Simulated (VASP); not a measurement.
# In3Se in VASP: further runs

Runs on In3Se. Level: PBEsol+D3(BJ). Tasks: single point.

All numbers are computed with VASP 6.6.1; they aren't measurements. Logs are shortened: lines on timing, memory, paths and dates and some standing lists are left out, and cuts for length are marked.

## Step 1: The cell of the first run

It takes space group Pm-3m (No. 221, cubic). Conventional cell: a = 4.588 Å, b = 4.588 Å, c = 4.588 Å, α = 90.00°, β = 90.00°, γ = 90.00°. Within 4.3 Å of In (site symmetry 4/mmm) lie 8 In at 3.24 Å and 4 Se at 3.24 Å. Within 4.3 Å of Se (site symmetry m-3m) lie 12 In at 3.24 Å.

## Step 2: Single point, PBEsol+D3(BJ)

Input file INCAR:

```
PREC     = Accurate       # precision mode
ENCUT    = 500            # plane-wave cutoff, eV
EDIFF    = 1E-6           # SCF threshold, eV
ISMEAR   = 0              # smearing method
SIGMA    = 0.15           # smearing width, eV
LREAL    = False          # projectors in reciprocal space
LASPH    = True           # aspherical terms in the spheres
NELM     = 120            # most SCF steps
ALGO     = Normal         # electronic algorithm
ISIF     = 2              # what is computed and relaxed
LWAVE    = False          # write WAVECAR
LCHARG   = False          # write CHGCAR
GGA      = PS             # functional
IVDW     = 12             # dispersion correction
NBANDS   = 30             # bands
GGA_COMPAT= False
```

Input file KPOINTS:

```
Automatic mesh
0
Gamma
  10 10 10
```

Input file POSCAR:

```
In3Se
1.0
    4.5876505731      0.0000000000      0.0000000000
    0.0000000000      4.5876505731      0.0000000000
    0.0000000000      0.0000000000      4.5876505731
In Se
3 1
Direct
    0.0000000000      0.5000000000      0.5000000000
    0.5000000000      0.0000000000      0.5000000000
    0.5000000000      0.5000000000      0.0000000000
    0.0000000000      0.0000000000      0.0000000000
```

Potentials or basis: VASP PAW PBE potentials, release 64 (In_d, Se).

Started as:

```bash
$ cat potpaw_PBE.64/In_d/POTCAR potpaw_PBE.64/Se/POTCAR > POTCAR
$ mpirun -np 1 vasp_std > vasp.out
```

OUTCAR:

```text
PREC = Accurate
   ENCUT = 500
   EDIFF = 1E-6
   ISMEAR = 0
   LREAL = False
   LASPH = True
   NELM = 120
   ISIF = 2
   GGA = PS
   IVDW = 12
 IVDW          = 12

 ion  position               nearest neighbor table
   1  0.000  0.500  0.500-   2 3.24   3 3.24   4 3.24   3 3.24   4 3.24   2 3.24   4 3.24   4 3.24
                             2 3.24   3 3.24   3 3.24   2 3.24
   2  0.500  0.000  0.500-   1 3.24   3 3.24   4 3.24   3 3.24   4 3.24   1 3.24   3 3.24   3 3.24
                             1 3.24   4 3.24   4 3.24   1 3.24
   3  0.500  0.500  0.000-   1 3.24   2 3.24   4 3.24   1 3.24   2 3.24   2 3.24   4 3.24   2 3.24
                             1 3.24   4 3.24   1 3.24   4 3.24
   4  0.000  0.000  0.000-   1 3.24   2 3.24   3 3.24   1 3.24   2 3.24   1 3.24   3 3.24   1 3.24
                             2 3.24   3 3.24   2 3.24   3 3.24

  LATTYP: Found a simple cubic cell.
 ALAT       =     4.5876505731

  Lattice vectors:

 A1 = (   4.5876505731,   0.0000000000,   0.0000000000)
 A2 = (   0.0000000000,   4.5876505731,   0.0000000000)
 A3 = (   0.0000000000,   0.0000000000,   4.5876505731)

Analysis of symmetry for initial positions (statically):
=====================================================================
 Subroutine PRICEL returns:
 Original cell was already a primitive cell.

 Routine SETGRP: Setting up the symmetry group for a
 simple cubic supercell.

 Subroutine GETGRP returns: Found 48 space group operations
 (whereof 48 operations were pure point group operations)
 out of a pool of 48 trial point group operations.

The static configuration has the point symmetry O_h .

Analysis of symmetry for dynamics (positions and initial velocities):
=====================================================================
 Subroutine PRICEL returns:
 Original cell was already a primitive cell.

 Routine SETGRP: Setting up the symmetry group for a
 simple cubic supercell.

 Subroutine GETGRP returns: Found 48 space group operations
 (whereof 48 operations were pure point group operations)
 out of a pool of 48 trial point group operations.

The dynamic configuration has the point symmetry O_h .

 Subroutine INISYM returns: Found 48 space group operations
 (whereof 48 operations are pure point group operations),
 and found     1 'primitive' translations

[... 96 lines left out ...]
   ENCUT  =  500.0 eV  36.75 Ry    6.06 a.u.   8.36  8.36  8.36*2*pi/ulx,y,z
   NELM   =    120;   NELMIN=  2; NELMDL= -5     # of ELM steps
   EDIFF  = 0.1E-05   stopping-criterion for ELM
   LREAL  =      F    real-space projection
   EDIFFG = 0.1E-04   stopping-criterion for IOM
   NSW    =      0    number of steps for IOM
   IBRION =     -1    ionic relax: 0-MD 1-quasi-New 2-CG
   NFREE  =      0    steps in history (QN), initial steepest desc. (CG)
   ISIF   =      2    stress and relaxation
   ISYM   =      2    0-nonsym 1-usesym 2-fastsym
   POTIM  = 0.5000    time-step for ionic-motion
   TEBEG  =    0.0;   TEEND  =   0.0 temperature during run
   PSTRESS=    0.0 pullay stress
   NELECT =      45.0000    total number of electrons
   NUPDOWN=      -1.0000    fix difference up-down
   EMIN   =  10.00;   EMAX   =-10.00  energy-range for DOS
   EFERMI =   0.00;   METHOD = LEGACY
   ISMEAR =     0;   SIGMA  =   0.15  broadening in eV -4-tet -1-fermi 0-gaus
   EFERMI_NEDOS =   21; number of points for ismear=-14 and -15
   IALGO  =     38    algorithm
   IMIX   =      4    mixing-type and parameters
     AMIX     =   0.40;   BMIX     =  1.00
     AMIX_MAG =   1.60;   BMIX_MAG =  1.00
  volume/ion in A,a.u.               =      24.14       162.89
  Fermi-wavevector in a.u.,A,eV,Ry     =   1.269274  2.398580 21.919750  1.611056
  Thomas-Fermi vector in A             =   2.402324
   LORBIT       =      0    0 simple, 1 ext, 2 COOP (PROOUT), +10 PAW based schemes
   GGA     = PS    functional components
   LHFCALC =     F    Hartree Fock is set to
   AEXX    =    0.0000 exact exchange contribution
   IVDW    =    12    specifies the selected vdW correction
   LEPSILON=     F    determine dielectric tensor
   LRPA    =     F    only Hartree local field effects (RPA)
 non-spin polarized calculation
 Gauss-broadening in eV      SIGMA  =   0.15
  energy-cutoff  :      500.00
  volume of cell :       96.55
 maximum number of plane-waves:      2477
 NGX is ok and might be reduce to    36
   NGX = 17   NGY = 17   NGZ = 17

 number of electron      44.9999975 magnetization

 Free energy of the ion-electron system (eV)
  ---------------------------------------------------
  ext. energy  EPLUGINS =         0.00000000
  ---------------------------------------------------
  free energy    TOTEN  =       -13.21112078 eV

  energy without entropy =      -13.19156680  energy(sigma->0) =      -13.20134379

 E-fermi :   7.2644     XC(G=0): -10.5497

 val. band max:        7.2023105515   @ k =   0.3000   0.2000   0.1000
 cond. band min:       7.2773650109   @ k =   0.4000   0.1000   0.0000
 fundamental gap:      0.0750544595
 Fermi energy:         7.2643968567

 k-point     1 :       0.0000    0.0000    0.0000
  band No.  band energies     occupation
      1      -7.5996      2.00000
      2      -7.5423      2.00000
      3      -7.5423      2.00000
      4      -7.5423      2.00000
      5      -7.3772      2.00000
      6      -7.3772      2.00000
[... 781 lines left out ...]
     29      12.6668      0.00000
     30      14.7124      0.00000

 [... further k-points ...]

------------------------ aborting loop because EDIFF is reached ----------------------------------------

 Edisp (eV)   -1.48012

 E8    (eV) :    -1.0420

  FORCE on cell =-STRESS in cart. coord.  units (eV):
  Direction    XX          YY          ZZ          XY          YZ          ZX
  --------------------------------------------------------------------------------------
  -------------------------------------------------------------------------------------
  Total      -0.00613    -0.00613    -0.00613     0.00000    -0.00000     0.00000
  in kB      -0.10175    -0.10175    -0.10175     0.00000    -0.00000     0.00000
  external pressure =       -0.10 kB  Pullay stress =        0.00 kB

 VOLUME and BASIS-vectors are now :
 -----------------------------------------------------------------------------
  energy-cutoff  :      500.00
  volume of cell :       96.55
      direct lattice vectors                 reciprocal lattice vectors
     4.587650573  0.000000000  0.000000000     0.217976497  0.000000000  0.000000000
     0.000000000  4.587650573  0.000000000     0.000000000  0.217976497  0.000000000
     0.000000000  0.000000000  4.587650573     0.000000000  0.000000000  0.217976497

 POSITION                                       TOTAL-FORCE (eV/Angst)
 -----------------------------------------------------------------------------------
      0.00000      2.29383      2.29383         0.000000      0.000000      0.000000
      2.29383      0.00000      2.29383         0.000000      0.000000      0.000000
      2.29383      2.29383      0.00000         0.000000      0.000000      0.000000
      0.00000      0.00000      0.00000         0.000000      0.000000      0.000000
 -----------------------------------------------------------------------------------
    total drift:                                0.000000      0.000000      0.000000

  FREE ENERGIE OF THE ION-ELECTRON SYSTEM (eV)
  ---------------------------------------------------
  free  energy   TOTEN  =       -14.6912414270 eV

  energy  without entropy=      -14.6716874475  energy(sigma->0) =      -14.68146444
```

OSZICAR:

```text
N       E                     dE             d eps       ncg     rms          rms(c)
DAV:   1     0.406768980832E+03    0.40677E+03   -0.20980E+04  3360   0.190E+03
DAV:   2     0.280270010207E+02   -0.37874E+03   -0.37027E+03  3378   0.450E+02
DAV:   3    -0.116802486987E+02   -0.39707E+02   -0.38597E+02  4138   0.162E+02
DAV:   4    -0.133886995409E+02   -0.17085E+01   -0.17032E+01  3880   0.353E+01
DAV:   5    -0.134610343127E+02   -0.72335E-01   -0.72328E-01  4920   0.618E+00    0.511E+00
DAV:   6    -0.132290825443E+02    0.23195E+00   -0.63503E-01  4492   0.983E+00    0.300E+00
DAV:   7    -0.132156952447E+02    0.13387E-01   -0.12453E-01  4574   0.255E+00    0.953E-01
DAV:   8    -0.132116943906E+02    0.40009E-02   -0.10451E-02  4754   0.705E-01    0.287E-01
DAV:   9    -0.132111432961E+02    0.55109E-03   -0.22067E-03  4848   0.330E-01    0.132E-01
DAV:  10    -0.132111210328E+02    0.22263E-04   -0.25903E-04  4914   0.184E-01    0.570E-02
DAV:  11    -0.132111238633E+02   -0.28305E-05   -0.59509E-05  5184   0.493E-02    0.114E-02
DAV:  12    -0.132111209156E+02    0.29477E-05   -0.60470E-06  4316   0.310E-02    0.659E-03
DAV:  13    -0.132111207785E+02    0.13707E-06   -0.60150E-07  2322   0.418E-03
   1 F= -.14691241E+02 E0= -.14681464E+02  d E =-.195540E-01
```

Run time: 3.9 min. Hardware: 1 thread of Intel Xeon 8259CL, shared host; peak memory 0.29 GiB.

What came out:

- Free energy: -14.6912 eV
- Pressure: 0.0 GPa
- Band gap on the k mesh: zero (an odd number of electrons rules out a gap without spin polarisation)
- Dispersion energy per atom: -0.370 eV

Levels at points of the mesh, in eV from the Fermi level:
| k point | band 20 | band 21 | band 22 | band 23 | band 24 | band 25 |
| --- | --- | --- | --- | --- | --- | --- |
| (0.00, 0.00, 0.00) | -3.83 | -1.98 | -1.98 | 1.25 | 1.25 | 1.25 |
| (0.50, 0.00, 0.00) | -2.84 | -1.19 | -1.12 | -0.28 | -0.28 | 1.20 |
| (0.50, 0.50, 0.00) | -2.23 | -1.04 | -0.47 | -0.47 | 1.75 | 1.75 |
| (0.50, 0.50, 0.50) | -4.42 | -4.42 | -4.42 | -3.71 | 3.50 | 3.50 |

Caveat: the PAW data sets were made with another functional, which shifts forces and pressure a little; spin-orbit coupling is left out, which moves the levels of the heavy elements.

## Step 3: Single point, PBEsol+D3(BJ)

This run uses another cell than the first one, of 22.36 Å³/atom.

Edit INCAR of step 2 so:

```diff
@@ -11,5 +11,7 @@
 LWAVE    = False          # write WAVECAR
-LCHARG   = False          # write CHGCAR
+LCHARG   = True           # write CHGCAR
 GGA      = PS             # functional
 IVDW     = 12             # dispersion correction
+LELF     = True           # ELF
+LVHAR    = True         
 NBANDS   = 30             # bands
```

KPOINTS is that of step 2.

Edit POSCAR of step 2 so:

```diff
@@ -2,4 +2,4 @@
 1.0
-    4.5876505731      0.0000000000      0.0000000000
-    0.0000000000      4.5876505731      0.0000000000
+    4.4156136766      0.0000000000      0.0000000000
+    0.0000000000      4.4156136766      0.0000000000
     0.0000000000      0.0000000000      4.5876505731
```

Potentials or basis: VASP PAW PBE potentials, release 64 (In_d, Se).

Started as:

```bash
$ cat potpaw_PBE.64/In_d/POTCAR potpaw_PBE.64/Se/POTCAR > POTCAR
$ mpirun -np 1 vasp_std > vasp.out
```

Wall time 5.8 min (1 thread of Intel Xeon 8259CL, shared host); peak memory 0.39 GiB.

Results (log left out):

* Free energy: -14.5913 eV
* Pressure: 4.7 GPa
* Band gap on the k mesh: zero (an odd number of electrons rules out a gap without spin polarisation)
* Dispersion energy per atom: -0.400 eV

Stress tensor (GPa, compression positive):
```
4.78 0.00 0.00
0.00 4.78 0.00
0.00 0.00 4.44
```

Levels at points of the mesh, in eV from the Fermi level:
```tsv
k point	band 20	band 21	band 22	band 23	band 24	band 25
(0.00, 0.00, 0.00)	-4.12	-2.13	-1.62	1.21	1.31	1.31
(0.50, 0.00, 0.00)	-2.98	-1.47	-0.77	-0.66	-0.21	0.98
(0.50, 0.50, 0.00)	-2.51	-1.40	-0.59	-0.59	1.50	1.50
(0.00, 0.00, 0.50)	-3.12	-1.12	-0.75	-0.40	-0.40	1.21
(0.50, 0.00, 0.50)	-2.38	-1.05	-0.31	-0.16	1.78	1.83
(0.50, 0.50, 0.50)	-4.51	-4.49	-4.49	-4.07	3.38	3.94
```

Caveat: the cell stands under pressure; the PAW data sets were made with another functional, which shifts forces and pressure a little; spin-orbit coupling is left out, which moves the levels of the heavy elements.
